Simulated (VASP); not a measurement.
**Ir: single point with LDA**

Ir:

```xyz
1
Lattice="0.0000 1.9549 1.9549 1.9549 0.0000 1.9549 1.9549 1.9549 0.0000" Properties=species:S:1:pos:R:3 pbc="T T T"
Ir    0.0000    0.0000    0.0000
```

```json
{
 "Program": "VASP 6.6.1",
 "Task": "single point",
 "Functional": "LDA",
 "Potentials or basis": "VASP PAW LDA potentials, release 64 (Ir)",
 "Cutoff": "520 eV",
 "k mesh": "22 × 22 × 22",
 "Occupations": "gaussian, width 0.15 eV",
 "Spin": "no spin polarisation",
 "Dipole correction": "no",
 "Further INCAR settings": "ALGO = Fast; EDIFF = 1e-07; NBANDS = 10"
}
```

```yaml
Pressure: -23.7 GPa
Band_gap_on_the_k_mesh: zero (an odd number of electrons rules out a gap without spin polarisation)
```

Levels at points of the mesh, in eV from the Fermi level:
```csv
k point,band 1,band 2,band 3,band 4,band 5,band 6,band 7,band 8,band 9
"(0.00, 0.00, 0.00)",-10.50,-3.57,-3.57,-3.57,-1.07,-1.07,14.48,19.69,19.69
"(0.50, 0.00, 0.00)",-7.52,-3.65,-3.65,-0.54,0.83,0.83,6.74,14.00,19.30
"(0.50, 0.50, 0.00)",-7.27,-6.76,0.82,1.35,1.35,1.78,9.81,11.47,11.47
```

It took 68 s on 1 thread of Intel(R) Xeon(R) Platinum 8488C (Sapphire Rapids), on a shared host, peak memory 0.17 GiB.

Caveat: the cell stands under tension; spin-orbit coupling is left out, which moves the levels of the heavy elements.
